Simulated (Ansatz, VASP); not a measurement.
# HfN: VASP beside Ansatz

```xyz
2
Lattice="0.0000 2.3268 2.2590 2.3268 0.0000 2.2590 2.3268 2.3268 0.0000" Properties=species:S:1:pos:R:3 pbc="T T T"
Hf    0.0000    0.0000    0.0000
N     2.3268    2.3268    2.2590
```

Change from the starting cell: strain +0.0300 x Voigt [1, 1, 0, 0, 0, 0], atoms carried along.

Alike in both runs: task single point; functional PBEsol; k mesh 18 × 18 × 18; occupations gaussian, width 0.15 eV; no spin polarisation.

```csv
,VASP,Ansatz
version,VASP 6.6.1,Ansatz 0.2.0
potentials or method,"VASP PAW PBE potentials, release 64 (Hf_pv, N), cutoff 520 eV","scalar-relativistic, plane waves, PAW"
valence electrons in the cell,15,31
```

```tsv
	VASP	Ansatz	Ansatz less VASP
gap on the k mesh at the Fermi level (eV)	none	none	-
pressure (GPa)	-18.7	-16.6	+2.00
traceless stress, the component that is largest in VASP (GPa)	7.25	7.36	+0.110
```

VASP's potentials were made for PBE, not for PBEsol. A gap of «none» marks a metal or a gap that the smearing closes. VASP's potentials hold 15 valence electrons a cell and Ansatz's 31, so a difference there can come from the potentials and not from the codes.

Spin-orbit coupling is off throughout.
